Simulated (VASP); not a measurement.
# HfGe (Pm-3m) in VASP: further runs

Runs on HfGe. Level: PBEsol. Tasks: vibrations by perturbation theory.

Program: VASP 6.6.1. These are calculated values, not measurements. Logs are shortened: lines on timing, memory, paths and dates and some standing lists are left out, and cuts for length are marked.

**1. The cell of the first run**

The structure is cubic, space group Pm-3m (No. 221). Conventional cell: a = 3.273 Å, b = 3.273 Å, c = 3.273 Å, α = 90.00°, β = 90.00°, γ = 90.00°. Within 3.7 Å of Hf (site symmetry m-3m) lie 8 Ge at 2.83 Å and 6 Hf at 3.27 Å. Ge (site symmetry m-3m) has 8 Hf at 2.83 Å and 6 Ge at 3.27 Å within 3.7 Å.

**2. Vibrations by perturbation theory, PBEsol**

Contents of INCAR:

```
SYSTEM = HfGe
ALGO = Normal ; EDIFF = 1E-8
ENCUT = 520 ; GGA = PS
IBRION = 8 ; ISIF = 2
ISMEAR = -1 ; LASPH = .TRUE.
LCHARG = .FALSE. ; LREAL = .FALSE.
LWAVE = .FALSE. ; NBANDS = 19
NELM = 100 ; NSW = 1
PREC = Accurate ; SIGMA = 0.15
```

Contents of KPOINTS:

```
k-points
0
G
  12 12 12
  0 0 0
```

Contents of POSCAR:

```
HfGe
1.0
    3.2727000000      0.0000000000      0.0000000000
    0.0000000000      3.2727000000      0.0000000000
    0.0000000000      0.0000000000      3.2727000000
Hf Ge
1 1
Direct
    0.0000000000      0.0000000000      0.0000000000
    0.5000000000      0.5000000000      0.5000000000
```

Potentials or basis: VASP PAW PBE potentials, release 64 (Hf_pv, Ge_d).

Launch:

```console
cat potpaw_PBE.64/Hf_pv/POTCAR potpaw_PBE.64/Ge_d/POTCAR > POTCAR
mpirun -np 1 vasp_std > vasp.out
```

OUTCAR:

```text
SYSTEM = HfGe
   EDIFF = 1E-8
   ENCUT = 520
   GGA = PS
   IBRION = 8
   ISIF = 2
   ISMEAR = -1
   LASPH = .TRUE.
   LREAL = .FALSE.
   NELM = 100
   NSW = 1
   PREC = Accurate

 ion  position               nearest neighbor table
   1  0.000  0.000  0.000-   2 2.83   2 2.83   2 2.83   2 2.83   2 2.83   2 2.83   2 2.83   2 2.83

   2  0.500  0.500  0.500-   1 2.83   1 2.83   1 2.83   1 2.83   1 2.83   1 2.83   1 2.83   1 2.83

  LATTYP: Found a simple cubic cell.
 ALAT       =     3.2727000000

  Lattice vectors:

 A1 = (   3.2727000000,   0.0000000000,   0.0000000000)
 A2 = (   0.0000000000,   3.2727000000,   0.0000000000)
 A3 = (   0.0000000000,   0.0000000000,   3.2727000000)

Analysis of symmetry for initial positions (statically):
=====================================================================
 Subroutine PRICEL returns:
 Original cell was already a primitive cell.

 Routine SETGRP: Setting up the symmetry group for a
 simple cubic supercell.

 Subroutine GETGRP returns: Found 48 space group operations
 (whereof 48 operations were pure point group operations)
 out of a pool of 48 trial point group operations.

The static configuration has the point symmetry O_h .

Analysis of symmetry for dynamics (positions and initial velocities):
=====================================================================
 Subroutine PRICEL returns:
 Original cell was already a primitive cell.

 Routine SETGRP: Setting up the symmetry group for a
 simple cubic supercell.

 Subroutine GETGRP returns: Found 48 space group operations
 (whereof 48 operations were pure point group operations)
 out of a pool of 48 trial point group operations.

The dynamic configuration has the point symmetry O_h .

 Subroutine INISYM returns: Found 48 space group operations
[... 689 lines left out ...]
  Total        0.9319254      0.9319254      0.9319254     -0.0000000     -0.0000000      0.0000000
  in kB       42.5964222     42.5964222     42.5964222     -0.0000000     -0.0000000      0.0000000
  external PRESSURE =      42.5964222 kB  Pullay stress =       0.0000000 kB

 VOLUME and BASIS-vectors are now :
 -----------------------------------------------------------------------------
  energy-cutoff  :      520.00
  volume of cell :       35.05
      direct lattice vectors                 reciprocal lattice vectors
     3.272700000  0.000000000  0.000000000     0.305558102  0.000000000  0.000000000
     0.000000000  3.272700000  0.000000000     0.000000000  0.305558102  0.000000000
     0.000000000  0.000000000  3.272700000     0.000000000  0.000000000  0.305558102

 POSITION                                       TOTAL-FORCE (eV/Angst)
 -----------------------------------------------------------------------------------
      0.00000      0.00000      0.00000         0.000000      0.000000      0.000000
      1.63635      1.63635      1.63635         0.000000      0.000000      0.000000
 -----------------------------------------------------------------------------------
    total drift:                                0.000000      0.000000     -0.000000

  FREE ENERGIE OF THE ION-ELECTRON SYSTEM (eV)
  ---------------------------------------------------
  free  energy   TOTEN  =       -16.1951577603 eV

  energy  without entropy=      -16.0368034310  energy(sigma->0) =      -16.11598060

[... ionic steps 2 to 3 ...]

--------------------------------------- Ionic step        4  -------------------------------------------

------------------------ aborting loop because EDIFF is reached ----------------------------------------

[... ionic steps 5 to 6 ...]

--------------------------------------- Ionic step        7  -------------------------------------------

 Free energy of the ion-electron system (eV)
  ---------------------------------------------------
  ---------------------------------------------------
  free energy    TOTEN  =        -0.19384552 eV

  energy without entropy =       -0.19384552

------------------------ aborting loop because EDIFF is reached ----------------------------------------

 INTERNAL STRAIN TENSOR  FOR ION    2  DIRECTION 1   (eV/Angst):
 -----------------------------------------------------------------------------
     0.02837 -0.00000 -0.00000
     0.00000 -0.01632 -0.00000
    -0.00000 -0.00000 -0.01632

 INTERNAL STRAIN TENSOR FOR ION    2 for displacements in x,y,z  (eV/Angst):
          X           Y           Z          XY          YZ          ZX
  --------------------------------------------------------------------------------
  x     0.00000     0.00000     0.00000     0.00000     0.00000     0.00000
  y     0.00000     0.00000     0.00000     0.00000     0.00000     0.00000
  z     0.00000     0.00000     0.00000     0.00000     0.00000     0.00000

 SECOND DERIVATIVES (NOT SYMMETRIZED)
 ------------------------------------
               1X          1Y          1Z          2X          2Y          2Z
  1X    -5.389927   -0.000000   -0.000000    5.389927    0.000000    0.000000
  1Y    -0.000000   -5.389927   -0.000000    0.000000    5.389927    0.000000
  1Z    -0.000000   -0.000000   -5.389927    0.000000    0.000000    5.389927
  2X     5.392010   -0.000000    0.000000   -5.392010    0.000000   -0.000000
  2Y     0.000000    5.392010   -0.000000   -0.000000   -5.392010    0.000000
  2Z    -0.000000   -0.000000    5.392010    0.000000    0.000000   -5.392010

 Eigenvectors and eigenvalues of the dynamical matrix
 ----------------------------------------------------

   1 f  =    5.052659 THz    31.746794 2PiTHz  168.538567 cm-1    20.896110 meV
             X         Y         Z           dx          dy          dz
      0.000000  0.000000  0.000000     0.537669   -0.000000    0.000000
      1.636350  1.636350  1.636350    -0.843156    0.000000    0.000000
[... 21 lines left out ...]
   6 f/i=    0.000442 THz     0.002780 2PiTHz    0.014757 cm-1     0.001830 meV
             X         Y         Z           dx          dy          dz
      0.000000  0.000000  0.000000     0.843156   -0.000000    0.000000
      1.636350  1.636350  1.636350     0.537669    0.000000    0.000000

--------------------------------------------------------------------------------------------------------

 ELASTIC MODULI CONTR FROM IONIC RELAXATION (kBar)
 Direction    XX          YY          ZZ          XY          YZ          ZX
 --------------------------------------------------------------------------------
 XX           0.0000      0.0000      0.0000      0.0000      0.0000      0.0000
 YY           0.0000      0.0000      0.0000      0.0000      0.0000      0.0000
 ZZ           0.0000      0.0000      0.0000      0.0000      0.0000      0.0000
 XY           0.0000      0.0000      0.0000      0.0000      0.0000      0.0000
 YZ           0.0000      0.0000      0.0000      0.0000      0.0000      0.0000
 ZX           0.0000      0.0000      0.0000      0.0000      0.0000      0.0000
 --------------------------------------------------------------------------------
```

stdout:

```text
POSCAR found type information on POSCAR HfGe
 POSCAR found :  2 types and       2 ions
 scaLAPACK will be used
 -----------------------------------------------------------------------------
|                                                                             |
|                                                                             |
|     You enforced a specific xc type in the INCAR file but a different       |
|     I HOPE YOU KNOW WHAT YOU ARE DOING!                                     |
|                                                                             |
 -----------------------------------------------------------------------------

 LDA part: xc-table for (Slater+PW92), standard interpolation
 POSCAR, INCAR and KPOINTS ok, starting setup
 FFT: planning ... GRIDC
 FFT: planning ... GRID_SOFT
 FFT: planning ... GRID
 WAVECAR not read
 entering main loop
 Linear response reoptimize wavefunctions to high precision
 Linear response DOF=           2
 Linear response progress:
 first order change of Fermi-energy   0.47847E-04
 force on displaced ion       1 direction 1 :  -5.390   0.000  -0.000
 Linear response progress:
 first order change of Fermi-energy   0.50604E-03
 force on displaced ion       2 direction 1 :  -5.392  -0.000   0.000
 Linear response finished
```

Wall time 6.6 min (1 thread of Intel Xeon 8259CL, shared host); peak memory 0.42 GiB.

What came out:

```
Highest phonon frequency at Γ : 169 cm⁻¹
```

Phonon frequencies in cm⁻¹ (negative: imaginary):
| q point | frequencies |
| --- | --- |
| (0.000, 0.000, 0.000) | 0 0 0 169 169 169 |

Caveat: the cell stands under pressure or tension, which shifts response properties; the PAW data sets were made with another functional, which shifts forces and pressure a little; spin-orbit coupling is left out, which moves the levels of the heavy elements.

**3. Vibrations by perturbation theory, PBEsol**

This run uses another cell than the first one, of 18.35 Å³/atom.

Contents of INCAR:

```
  PREC = Accurate
  ENCUT = 520
  EDIFF = 1E-8
  ISMEAR = -1
  SIGMA = 0.15
  LREAL = False
  LASPH = True
  NELM = 100
  ALGO = Normal
  ISIF = 2
  LWAVE = False
  LCHARG = False
  GGA = PS
  NBANDS = 19
  IBRION = 8
  NSW = 1
```

Contents of KPOINTS:

```
regular mesh
0
Gamma
  12 12 12
```

Contents of POSCAR:

```
HfGe
1.0
    3.3234000000      0.0000000000      0.0000000000
    0.0000000000      3.3234000000      0.0000000000
    0.0000000000      0.0000000000      3.3234000000
Hf Ge
1 1
Direct
    0.0000000000      0.0000000000      0.0000000000
    0.5000000000      0.5000000000      0.5000000000
```

Potentials or basis: VASP PAW PBE potentials, release 64 (Hf_pv, Ge_d).

Launch:

```console
cat potpaw_PBE.64/Hf_pv/POTCAR potpaw_PBE.64/Ge_d/POTCAR > POTCAR
mpirun -np 1 vasp_std > vasp.out
```

OUTCAR:

```text
PREC = Accurate
   ENCUT = 520
   EDIFF = 1E-8
   ISMEAR = -1
   LREAL = False
   LASPH = True
   NELM = 100
   ISIF = 2
   GGA = PS
   IBRION = 8
   NSW = 1

 ion  position               nearest neighbor table
   1  0.000  0.000  0.000-   2 2.88   2 2.88   2 2.88   2 2.88   2 2.88   2 2.88   2 2.88   2 2.88

   2  0.500  0.500  0.500-   1 2.88   1 2.88   1 2.88   1 2.88   1 2.88   1 2.88   1 2.88   1 2.88

  LATTYP: Found a simple cubic cell.
 ALAT       =     3.3234000000

  Lattice vectors:

 A1 = (   3.3234000000,   0.0000000000,   0.0000000000)
 A2 = (   0.0000000000,   3.3234000000,   0.0000000000)
 A3 = (   0.0000000000,   0.0000000000,   3.3234000000)

Analysis of symmetry for initial positions (statically):
=====================================================================
 Subroutine PRICEL returns:
 Original cell was already a primitive cell.

[... 758 lines left out ...]

 INTERNAL STRAIN TENSOR  FOR ION    2  DIRECTION 1   (eV/Angst):
 -----------------------------------------------------------------------------
     0.04213  0.00000  0.00000
     0.00000 -0.02147  0.00000
    -0.00000  0.00000 -0.02147

 INTERNAL STRAIN TENSOR FOR ION    2 for displacements in x,y,z  (eV/Angst):
          X           Y           Z          XY          YZ          ZX
  --------------------------------------------------------------------------------
  x     0.00000     0.00000     0.00000     0.00000     0.00000     0.00000
  y     0.00000     0.00000     0.00000     0.00000     0.00000     0.00000
  z     0.00000     0.00000     0.00000     0.00000     0.00000     0.00000

 SECOND DERIVATIVES (NOT SYMMETRIZED)
 ------------------------------------
               1X          1Y          1Z          2X          2Y          2Z
  1X    -4.321668   -0.000000   -0.000000    4.321668    0.000000    0.000000
  1Y    -0.000000   -4.321668   -0.000000    0.000000    4.321668    0.000000
  1Z    -0.000000    0.000000   -4.321668    0.000000   -0.000000    4.321668
  2X     4.277353   -0.000000   -0.000000   -4.277353    0.000000    0.000000
  2Y    -0.000000    4.277353    0.000000    0.000000   -4.277353   -0.000000
  2Z     0.000000    0.000000    4.277353   -0.000000   -0.000000   -4.277353

 Eigenvectors and eigenvalues of the dynamical matrix
 ----------------------------------------------------

   1 f  =    4.507204 THz    28.319598 2PiTHz  150.344144 cm-1    18.640290 meV
             X         Y         Z           dx          dy          dz
      0.000000  0.000000  0.000000     0.000000    0.539716   -0.000000
      1.661700  1.661700  1.661700    -0.000000   -0.841847    0.000000
[... 21 lines left out ...]
   6 f/i=    0.010554 THz     0.066312 2PiTHz    0.352038 cm-1     0.043647 meV
             X         Y         Z           dx          dy          dz
      0.000000  0.000000  0.000000    -0.840131   -0.053723    0.000000
      1.661700  1.661700  1.661700    -0.538616   -0.034442    0.000000

--------------------------------------------------------------------------------------------------------

 ELASTIC MODULI CONTR FROM IONIC RELAXATION (kBar)
 Direction    XX          YY          ZZ          XY          YZ          ZX
 --------------------------------------------------------------------------------
 XX           0.0000      0.0000      0.0000      0.0000      0.0000      0.0000
 YY           0.0000      0.0000      0.0000      0.0000      0.0000      0.0000
 ZZ           0.0000      0.0000      0.0000      0.0000      0.0000      0.0000
 XY           0.0000      0.0000      0.0000      0.0000      0.0000      0.0000
 YZ           0.0000      0.0000      0.0000      0.0000      0.0000      0.0000
 ZX           0.0000      0.0000      0.0000      0.0000      0.0000      0.0000
 --------------------------------------------------------------------------------
```

OSZICAR:

```text
N       E                     dE             d eps       ncg     rms          rms(c)
DAV:   1     0.145794051511E+03    0.14579E+03   -0.12377E+04  3708   0.275E+03
DAV:   2    -0.954836723368E+00   -0.14675E+03   -0.14255E+03  3376   0.550E+02
DAV:   3    -0.165811824531E+02   -0.15626E+02   -0.15426E+02  3821   0.103E+02
DAV:   4    -0.169630084262E+02   -0.38183E+00   -0.38097E+00  4017   0.158E+01
[... 64 lines left out ...]
RMM:  11    -0.194080995847E+00    0.15257E-06   -0.85413E-12 14759   0.139E-04    0.551E-06
RMM:  12    -0.194081009700E+00   -0.13852E-07    0.14160E-08 15329   0.915E-05    0.637E-06
RMM:  13    -0.194081027414E+00   -0.17715E-07    0.18670E-08 14974   0.692E-05    0.118E-05
RMM:  14    -0.194081014503E+00    0.12911E-07    0.79437E-09 14365   0.577E-05    0.422E-06
RMM:  15    -0.194081005637E+00    0.88663E-08    0.15048E-09 14071   0.506E-05    0.173E-06
 Linear response finished
```

stdout:

```text
POSCAR found type information on POSCAR HfGe
 POSCAR found :  2 types and       2 ions
 scaLAPACK will be used
 -----------------------------------------------------------------------------
|                                                                             |
|                                                                             |
|     You enforced a specific xc type in the INCAR file but a different       |
|     I HOPE YOU KNOW WHAT YOU ARE DOING!                                     |
|                                                                             |
 -----------------------------------------------------------------------------

 LDA part: xc-table for (Slater+PW92), standard interpolation
 POSCAR, INCAR and KPOINTS ok, starting setup
 FFT: planning ... GRIDC
 FFT: planning ... GRID_SOFT
 FFT: planning ... GRID
 WAVECAR not read
 entering main loop
 Linear response reoptimize wavefunctions to high precision
 Linear response DOF=           2
 Linear response progress:
 first order change of Fermi-energy   0.26876E-03
 force on displaced ion       1 direction 1 :  -4.322  -0.000  -0.000
 Linear response progress:
 first order change of Fermi-energy   0.29800E-03
 force on displaced ion       2 direction 1 :  -4.277   0.000  -0.000
 Linear response finished
```

Wall time 16 min (1 thread of Intel Xeon 8259CL, shared host); peak memory 0.42 GiB.

What came out:

```yaml
Highest_phonon_frequency_at_Γ: 150 cm⁻¹
```

Phonon frequencies in cm⁻¹ (negative: imaginary):
| q point | frequencies |
| --- | --- |
| (0.000, 0.000, 0.000) | 0 0 0 150 150 150 |

Caveat: the cell stands under pressure or tension, which shifts response properties; the PAW data sets were made with another functional, which shifts forces and pressure a little; spin-orbit coupling is left out, which moves the levels of the heavy elements.
